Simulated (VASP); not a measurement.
## AlN: single point with LDA

Crystal: AlN.

```xyz
4
Lattice="3.2842 0.0000 0.0000 -1.6421 2.8442 0.0000 0.0000 0.0000 4.4668" Properties=species:S:1:pos:R:3 pbc="T T T"
Al    0.0000    1.8961    0.0000
Al    1.6421    0.9481    2.2334
N     0.0000    1.8961    1.7197
N     1.6421    0.9481    3.9532
```

This cell differs from its parent crystal: ratio of the length along z to the lengths across it x 0.85, volume and fractional coordinates fixed.

```
Program                : VASP 6.6.1
Task                   : single point
Functional             : LDA
Potentials or basis    : VASP PAW LDA potentials, release 64 (Al, N)
Cutoff                 : 520 eV
k mesh                 : 9 × 9 × 6
Occupations            : gaussian, width 0.05 eV
Spin                   : no spin polarisation
Dipole correction      : no
Further INCAR settings : ALGO = Normal; EDIFF = 1e-06; NBANDS = 16
```

```json
{
  "Pressure": "1.0 GPa",
  "Largest force": "3.114 eV/Å",
  "Band gap on the k mesh": "3.78 eV, direct"
}
```

Forces on the atoms (eV/Å):
```
Al   0.000  0.000 -3.114
Al   0.000  0.000 -3.114
N    0.000  0.000  3.114
N    0.000  0.000  3.114
```

Stress tensor (GPa, compression positive):
```
-21.06   0.00   0.00
  0.00 -21.06   0.00
  0.00   0.00  45.04
```

Levels at points of the mesh, in eV from the valence-band top:
```csv
k point,band 4,band 5,band 6,band 7,band 8,band 9,band 10,band 11,band 12,band 13
"(0.00, 0.00, 0.00)",-1.85,-1.85,-0.64,-0.64,0.00,3.78,4.89,9.28,9.28,10.97
"(0.00, 0.00, 0.50)",-3.08,-1.27,-1.27,-1.27,-1.27,5.56,5.56,9.57,9.57,9.57
```

Run time: 16 s on 1 thread of Intel Xeon 6975P-C, with other jobs on the host, peak memory 0.15 GiB.

Caveat: forces of over 1 eV/Å act on the atoms, so gaps and moduli don't describe the material at rest. A k mesh can miss the band edges.
